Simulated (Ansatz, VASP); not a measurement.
## CdTe in VASP and in Ansatz

Contents of POSCAR:

```
CdTe
1.0
    0.0000000000      3.2799012430      3.2799012430
    3.2799012430      0.0000000000      3.2799012430
    3.2799012430      3.2799012430      0.0000000000
Cd Te
1 1
Direct
    0.0000000000      0.0000000000      0.0000000000
    0.2500000000      0.2500000000      0.2500000000
```

The input INCAR.step1:

```
SYSTEM = CdTe
PREC = Accurate
ENCUT = 520
EDIFF = 1E-5
ISMEAR = 0
SIGMA = 0.01
LREAL = .False.
LASPH = .True.
NELM = 80
ALGO = Normal
ISIF = 2
LWAVE = .True.
LCHARG = .False.
GGA = PE
NBANDS = 16
```

INCAR.step2

```
SYSTEM = CdTe
PREC = Accurate
ENCUT = 520
EDIFF = 1E-6
ISMEAR = 0
SIGMA = 0.01
LREAL = .False.
LASPH = .True.
NELM = 80
ALGO = Normal
ISIF = 2
LWAVE = .False.
LCHARG = .False.
GGA = PE
LHFCALC = .True.
AEXX = 0.5
HFSCREEN = 0.3
PRECFOCK = Normal
ISTART = 1
NBANDS = 16
```

KPOINTS

```
Automatic mesh
0
Gamma
  4 4 4
  0 0 0
```

Input for Ansatz:

```yaml
crystal:
  lattice:
    - [0.0, 3.279901243, 3.279901243]
    - [3.279901243, 0.0, 3.279901243]
    - [3.279901243, 3.279901243, 0.0]
  atoms:
    - { symbol: Cd, position: [0.0, 0.0, 0.0] }
    - { symbol: Te, position: [0.25, 0.25, 0.25] }
kpoints:
  mp_grid: { grid: [4, 4, 4] }
hamiltonian:
  xc: { exchange: pbe, correlation: pbe, exx: { coeff: 0.5, omega: 0.3 } }
scf:
  occupations: { method: fixed }
  n_extra_bands: 4
output:
  forces: true
  stress: true
  eigenvalues: true
```

Alike in both runs: task single point; functional PBE-based screened hybrid; k mesh 4 × 4 × 4; no spin polarisation.

|  | VASP | Ansatz |
| --- | --- | --- |
| version | VASP 6.6.1 | Ansatz 0.2.0 |
| potentials or method | VASP PAW PBE potentials, release 64 (Cd, Te) | plane waves |
| plane-wave cutoff (eV) | 520 | 420 |
| occupations | gaussian, width 0.01 eV | fixed |
| valence electrons in the cell | 18 | 36 |

Ansatz gave:

| Item | Value |
| --- | --- |
| gap on the k mesh at the Fermi level (eV) | 2.13 |
| pressure (GPa) | -0.3 |

Estimate VASP's values.

gap on the k mesh at the Fermi level (eV): 1.93; pressure (GPa): -0.5.

VASP's potentials were made for PBE, not for PBE-based screened hybrid. VASP's potentials hold 18 valence electrons a cell and Ansatz's 36, so a difference there can come from the potentials and not from the codes. Ansatz's warnings: stress exchange threshold loose, stress scf threshold loose.

Spin-orbit coupling is off throughout.
